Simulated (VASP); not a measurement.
# PbO (rock salt type) (Fm-3m) in VASP: single point with PBE

Aim: the single point of PbO (rock salt type) with PBE.

Everything below comes from runs of VASP 6.6.1. Logs are shortened: lines on timing, memory, paths and dates and some standing lists are left out, and cuts for length are marked.

## 1. The cell of the first run

It takes space group Fm-3m (No. 225, cubic). Conventional cell: a = 5.195 Å, b = 5.195 Å, c = 5.195 Å, α = 90.00°, β = 90.00°, γ = 90.00°. Within 3.4 Å of Pb (site symmetry m-3m) lie 6 O at 2.60 Å. Within 3.4 Å of O (site symmetry m-3m) lie 6 Pb at 2.60 Å.

## 2. Single point, PBE

INCAR reads:

```
ALGO = Normal ; EDIFF = 1E-7
ENCUT = 520 ; GGA = PE
ISIF = 2 ; ISMEAR = -1
LASPH = True ; LCHARG = False
LREAL = False ; LWAVE = False
NBANDS = 17 ; NELM = 100
PREC = Accurate ; SIGMA = 0.06122561905347299
```

KPOINTS reads:

```
k-points
0
Gamma
  36 36 36
```

POSCAR reads:

```
PbO
1.0
    0.0000000000      2.5975808660      2.5975808660
    2.5975808660      0.0000000000      2.5975808660
    2.5975808660      2.5975808660      0.0000000000
Pb O
1 1
Direct
    0.0000000000      0.0000000000      0.0000000000
    0.5000000000      0.5000000000      0.5000000000
```

Potentials or basis: VASP PAW PBE potentials, release 64 (Pb_d, O).

On the command line:

```sh
$ cat potpaw_PBE.64/Pb_d/POTCAR potpaw_PBE.64/O/POTCAR > POTCAR
$ mpirun -np 1 vasp_std > vasp.out
```

OUTCAR:

```text
EDIFF = 1E-7
   ENCUT = 520
   GGA = PE
   ISIF = 2
   ISMEAR = -1
   LASPH = True
   LREAL = False
   NELM = 100
   PREC = Accurate

 ion  position               nearest neighbor table
   1  0.000  0.000  0.000-   2 2.60   2 2.60   2 2.60   2 2.60   2 2.60   2 2.60
   2  0.500  0.500  0.500-   1 2.60   1 2.60   1 2.60   1 2.60   1 2.60   1 2.60

  LATTYP: Found a face centered cubic cell.
 ALAT       =     5.1951617320

  Lattice vectors:

 A1 = (   0.0000000000,   2.5975808660,   2.5975808660)
 A2 = (   2.5975808660,   0.0000000000,   2.5975808660)
 A3 = (   2.5975808660,   2.5975808660,   0.0000000000)

Analysis of symmetry for initial positions (statically):
=====================================================================
 Subroutine PRICEL returns:
 Original cell was already a primitive cell.

 Routine SETGRP: Setting up the symmetry group for a
 face centered cubic supercell.

 Subroutine GETGRP returns: Found 48 space group operations
 (whereof 48 operations were pure point group operations)
 out of a pool of 48 trial point group operations.

The static configuration has the point symmetry O_h .

Analysis of symmetry for dynamics (positions and initial velocities):
=====================================================================
 Subroutine PRICEL returns:
 Original cell was already a primitive cell.

 Routine SETGRP: Setting up the symmetry group for a
 face centered cubic supercell.

 Subroutine GETGRP returns: Found 48 space group operations
 (whereof 48 operations were pure point group operations)
 out of a pool of 48 trial point group operations.

The dynamic configuration has the point symmetry O_h .

 Subroutine INISYM returns: Found 48 space group operations
 (whereof 48 operations are pure point group operations),
 and found     1 'primitive' translations

----------------------------------------------------------------------------------------

                                     Primitive cell

  volume of cell :      35.0540

  direct lattice vectors                    reciprocal lattice vectors
     0.000000000  2.597580866  2.597580866    -0.192486789  0.192486789  0.192486789
     2.597580866  0.000000000  2.597580866     0.192486789 -0.192486789  0.192486789
     2.597580866  2.597580866  0.000000000     0.192486789  0.192486789 -0.192486789

  length of vectors
     3.673534090  3.673534090  3.673534090     0.333396898  0.333396898  0.333396898

  position of ions in fractional coordinates (direct lattice)
     0.000000000  0.000000000  0.000000000
     0.500000000  0.500000000  0.500000000

  ion indices of the primitive-cell ions
   primitive index   ion index
                 1           1
                 2           2

----------------------------------------------------------------------------------------

 KPOINTS: k-points

Automatic generation of k-mesh.
 Grid dimensions read from file:
 generate k-points for:   36   36   36

 Generating k-lattice:

  Cartesian coordinates                     Fractional coordinates (reciprocal lattice)
    -0.005346855  0.005346855  0.005346855     0.027777778  0.000000000  0.000000000
     0.005346855 -0.005346855  0.005346855     0.000000000  0.027777778  0.000000000
     0.005346855  0.005346855 -0.005346855     0.000000000  0.000000000  0.027777778

  Length of vectors
     0.009261025  0.009261025  0.009261025

  Shift w.r.t. Gamma in fractional coordinates (k-lattice)
     0.000000000  0.000000000  0.000000000

 Subroutine IBZKPT returns following result:
 ===========================================

 Found   1240 irreducible k-points:

 Following reciprocal coordinates:
            Coordinates               Weight
  0.000000  0.000000  0.000000      1.000000
  0.027778  0.000000  0.000000      8.000000
  0.055556  0.000000  0.000000      8.000000
  0.083333  0.000000  0.000000      8.000000
  0.111111  0.000000  0.000000      8.000000
  0.138889  0.000000  0.000000      8.000000
[... 16 lines left out ...]
  0.111111  0.027778  0.000000     24.000000
  0.138889  0.027778  0.000000     24.000000
 [... further k-points ...]
   k-points           NKPTS =   1240   k-points in BZ     NKDIM =   1240   number of bands    NBANDS=     17
   number of dos      NEDOS =    301   number of ions     NIONS =      2
   total plane-waves  NPLWV =  21952
   dimension x,y,z NGX =    28 NGY =   28 NGZ =   28
   dimension x,y,z NGXF=    56 NGYF=   56 NGZF=   56
   ions per type =               1   1
   NGX,Y,Z   is equivalent  to a cutoff of  12.67, 12.67, 12.67 a.u.
   NGXF,Y,Z  is equivalent  to a cutoff of  25.34, 25.34, 25.34 a.u.
 SYSTEM =  unknown system
   PREC   = accura    normal or accurate (medium, high low for compatibility)
   ISTART =      0    job   : 0-new  1-cont  2-samecut
   ICHARG =      2    charge: 1-file 2-atom 10-const
   ISPIN  =      1    spin polarized calculation?
   LNONCOLLINEAR =      F non collinear calculations
   LSORBIT =      F    spin-orbit coupling
   LASPH  =      T    aspherical Exc in radial PAW
   ENCUT  =  520.0 eV  38.22 Ry    6.18 a.u.   6.83  6.83  6.83*2*pi/ulx,y,z
   NELM   =    100;   NELMIN=  2; NELMDL= -5     # of ELM steps
   EDIFF  = 0.1E-06   stopping-criterion for ELM
   LREAL  =      F    real-space projection
   EDIFFG = 0.1E-05   stopping-criterion for IOM
   NSW    =      0    number of steps for IOM
   IBRION =     -1    ionic relax: 0-MD 1-quasi-New 2-CG
   NFREE  =      0    steps in history (QN), initial steepest desc. (CG)
   ISIF   =      2    stress and relaxation
   ISYM   =      2    0-nonsym 1-usesym 2-fastsym
   POTIM  = 0.5000    time-step for ionic-motion
   TEBEG  =    0.0;   TEEND  =   0.0 temperature during run
   PSTRESS=    0.0 pullay stress
   NELECT =      20.0000    total number of electrons
   NUPDOWN=      -1.0000    fix difference up-down
   EMIN   =  10.00;   EMAX   =-10.00  energy-range for DOS
   EFERMI =   0.00;   METHOD = LEGACY
   ISMEAR =    -1;   SIGMA  =   0.06  broadening in eV -4-tet -1-fermi 0-gaus
   EFERMI_NEDOS =   21; number of points for ismear=-14 and -15
   IALGO  =     38    algorithm
   IMIX   =      4    mixing-type and parameters
     AMIX     =   0.40;   BMIX     =  1.00
     AMIX_MAG =   1.60;   BMIX_MAG =  1.00
  volume/ion in A,a.u.               =      17.53       118.28
  Fermi-wavevector in a.u.,A,eV,Ry     =   1.357810  2.565889 25.084364  1.843649
  Thomas-Fermi vector in A             =   2.484697
   LORBIT       =      0    0 simple, 1 ext, 2 COOP (PROOUT), +10 PAW based schemes
   GGA     = PE    functional components
   LHFCALC =     F    Hartree Fock is set to
   AEXX    =    0.0000 exact exchange contribution
   IVDW    =     0    specifies the selected vdW correction
   LEPSILON=     F    determine dielectric tensor
   LRPA    =     F    only Hartree local field effects (RPA)
 non-spin polarized calculation
  energy-cutoff  :      520.00
  volume of cell :       35.05
 maximum number of plane-waves:       960
   NGX = 13   NGY = 13   NGZ = 13

 number of electron      19.9999999 magnetization

 Free energy of the ion-electron system (eV)
  ---------------------------------------------------
  ext. energy  EPLUGINS =         0.00000000
  ---------------------------------------------------
  free energy    TOTEN  =       -10.36886337 eV

  energy without entropy =      -10.36814898  energy(sigma->0) =      -10.36850618

 E-fermi :   7.0104     XC(G=0): -10.7246

 val. band max:        6.9383789576   @ k =  -0.4722   0.0833   0.0000
 cond. band min:       7.0830201611   @ k =  -0.4722   0.0833   0.0000
 fundamental gap:      0.1446412035
 Fermi energy:         7.0103659624

 k-point     1 :       0.0000    0.0000    0.0000
  band No.  band energies     occupation
      1     -11.0538      2.00000
      2      -9.6650      2.00000
      3      -9.6650      2.00000
      4      -9.6650      2.00000
      5      -9.5358      2.00000
      6      -9.5358      2.00000
[... 9 lines left out ...]
     16      18.2134      0.00000
     17      18.2134      0.00000

 k-point     2 :       0.0278    0.0000    0.0000
  band No.  band energies     occupation
      1     -11.0492      2.00000
      2      -9.6650      2.00000
      3      -9.6642      2.00000
      4      -9.6642      2.00000
      5      -9.5362      2.00000
      6      -9.5362      2.00000
[... 9 lines left out ...]
     16      18.2458      0.00000
     17      18.4546      0.00000

 k-point     3 :       0.0556    0.0000    0.0000
  band No.  band energies     occupation
      1     -11.0355      2.00000
      2      -9.6650      2.00000
      3      -9.6620      2.00000
      4      -9.6620      2.00000
      5      -9.5373      2.00000
      6      -9.5373      2.00000
[... 9 lines left out ...]
     16      18.3375      0.00000
     17      18.9496      0.00000

 k-point     4 :       0.0833    0.0000    0.0000
  band No.  band energies     occupation
      1     -11.0131      2.00000
      2      -9.6651      2.00000
      3      -9.6585      2.00000
      4      -9.6585      2.00000
      5      -9.5390      2.00000
      6      -9.5390      2.00000
[... 9 lines left out ...]
     16      18.4759      0.00000
     17      19.4860      0.00000

 k-point     5 :       0.1111    0.0000    0.0000
  band No.  band energies     occupation
      1     -10.9823      2.00000
      2      -9.6652      2.00000
      3      -9.6541      2.00000
      4      -9.6541      2.00000
      5      -9.5408      2.00000
      6      -9.5408      2.00000
[... 9 lines left out ...]
     16      18.6478      0.00000
     17      19.9932      0.00000

 k-point     6 :       0.1389    0.0000    0.0000
  band No.  band energies     occupation
      1     -10.9441      2.00000
      2      -9.6654      2.00000
      3      -9.6495      2.00000
      4      -9.6495      2.00000
      5      -9.5424      2.00000
      6      -9.5424      2.00000
[... 9 lines left out ...]
     16      18.8432      0.00000
     17      20.4599      0.00000
[... 281 lines left out ...]
 k-point    21 :       0.0556    0.0278    0.0000
  band No.  band energies     occupation
      1     -11.0372      2.00000
      2      -9.6663      2.00000
      3      -9.6617      2.00000
      4      -9.6614      2.00000
      5      -9.5393      2.00000
      6      -9.5349      2.00000
[... 9 lines left out ...]
     16      18.4551      0.00000
     17      18.8319      0.00000

 k-point    22 :       0.0833    0.0278    0.0000
  band No.  band energies     occupation
      1     -11.0179      2.00000
      2      -9.6664      2.00000
      3      -9.6587      2.00000
      4      -9.6580      2.00000
      5      -9.5416      2.00000
      6      -9.5353      2.00000
[... 9 lines left out ...]
     16      18.6273      0.00000
     17      19.3715      0.00000

 k-point    23 :       0.1111    0.0278    0.0000
  band No.  band energies     occupation
      1     -10.9903      2.00000
      2      -9.6665      2.00000
      3      -9.6549      2.00000
      4      -9.6537      2.00000
      5      -9.5441      2.00000
      6      -9.5360      2.00000
[... 9 lines left out ...]
     16      18.8257      0.00000
     17      19.8990      0.00000

 k-point    24 :       0.1389    0.0278    0.0000
  band No.  band energies     occupation
      1     -10.9551      2.00000
      2      -9.6666      2.00000
      3      -9.6505      2.00000
      4      -9.6490      2.00000
      5      -9.5463      2.00000
      6      -9.5366      2.00000
[... 9 lines left out ...]
     16      19.0403      0.00000
     17      20.3819      0.00000

 [... further k-points ...]
[... 5 lines left out ...]
  --------------------------------------------------------------------------------------
  -------------------------------------------------------------------------------------
  Total        0.8195048      0.8195048      0.8195048      0.0000000     -0.0000000     -0.0000000
  in kB       37.4562994     37.4562994     37.4562994      0.0000000     -0.0000000     -0.0000000
  external PRESSURE =      37.4562994 kB  Pullay stress =       0.0000000 kB

 VOLUME and BASIS-vectors are now :
 -----------------------------------------------------------------------------
  energy-cutoff  :      520.00
  volume of cell :       35.05
      direct lattice vectors                 reciprocal lattice vectors
     0.000000000  2.597580866  2.597580866    -0.192486789  0.192486789  0.192486789
     2.597580866  0.000000000  2.597580866     0.192486789 -0.192486789  0.192486789
     2.597580866  2.597580866  0.000000000     0.192486789  0.192486789 -0.192486789

 POSITION                                       TOTAL-FORCE (eV/Angst)
 -----------------------------------------------------------------------------------
      0.00000      0.00000      0.00000        -0.000000     -0.000000      0.000000
      2.59758      2.59758      2.59758         0.000000      0.000000     -0.000000
 -----------------------------------------------------------------------------------
    total drift:                                0.000000      0.000000      0.000000

  FREE ENERGIE OF THE ION-ELECTRON SYSTEM (eV)
  ---------------------------------------------------
  free  energy   TOTEN  =       -10.3688633733 eV

  energy  without entropy=      -10.3681489809  energy(sigma->0) =      -10.36850618
```

Run time: 5.5 min. Hardware: 1 thread of Intel Xeon Platinum 8559C (Emerald Rapids), shared host; peak memory 0.74 GiB.

Results:

- Free energy: -10.3689 eV
- Pressure: 3.7 GPa
- Band gap on the k mesh: 0.14 eV

Caveat: the cell stands under pressure; spin-orbit coupling is left out, which moves the levels of the heavy elements.
